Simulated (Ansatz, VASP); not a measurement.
## One calculation of NbN, two programs

```xyz
2
Lattice="0.0000 2.1872 2.1872 2.1872 0.0000 2.1872 2.1872 2.1872 0.0000" Properties=species:S:1:pos:R:3 pbc="T T T"
Nb    2.1872    2.1872    2.1872
N     0.0000    0.0000    0.0000
```

Change from the starting cell: volume scaled by 0.99.

Alike in both runs: task single point; functional PBE; k mesh 13 × 13 × 13; occupations fermi-dirac, width 0.08 eV; no spin polarisation.

|  | VASP | Ansatz |
| --- | --- | --- |
| version | VASP 6.6.1 | Ansatz 0.2.0 |
| potentials or method | VASP PAW PBE potentials, release 64 (Nb_sv, N), cutoff 600 eV | all-electron LAPW, scalar-relativistic |

Ansatz gave:

```
pressure (GPa) : 10.5
```

Question: What did VASP give for the same quantities?

Answer: Pressure (GPa): 9.8.

Ansatz ran all-electron here, and VASP with PAW potentials.
